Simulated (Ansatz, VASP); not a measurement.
## One calculation of In3Se, two programs

```
In Se
1.0
     4.01593    0.00000    0.00000
    -2.00797    3.47790    0.00000
     0.00000    0.00000    8.22664
In Se
3 1
Direct
  0.00000 0.00000 0.50000
  0.33333 0.66667 0.22231
  0.66667 0.33333 0.77769
  0.00000 0.00000 0.00000
```

Alike in both runs: functional PBE; k mesh 12 × 12 × 6; occupations gaussian, width 0.1 eV; no spin polarisation.

Ansatz relaxed the structure, and its values are those at the end. VASP's run is a single point on that final structure, the one shown.

```csv
,VASP,Ansatz
version,VASP 6.6.1,Ansatz 0.2.0
potentials or method,"VASP PAW PBE potentials, release 64 (In_d, Se), cutoff 520 eV","scalar-relativistic, plane waves, PAW"
valence electrons in the cell,45,55
```

|  | VASP | Ansatz | Ansatz less VASP |
| --- | --- | --- | --- |
| gap on the k mesh at the Fermi level (eV) | none | none | - |
| pressure (GPa) | 0.0 | 0.0 | -0.02 |

A gap of «none» marks a metal or a gap that the smearing closes. The functional is the same, so the differences come from potentials, cutoffs and numerics. VASP's potentials hold 45 valence electrons a cell and Ansatz's 55, so a difference there can come from the potentials and not from the codes.
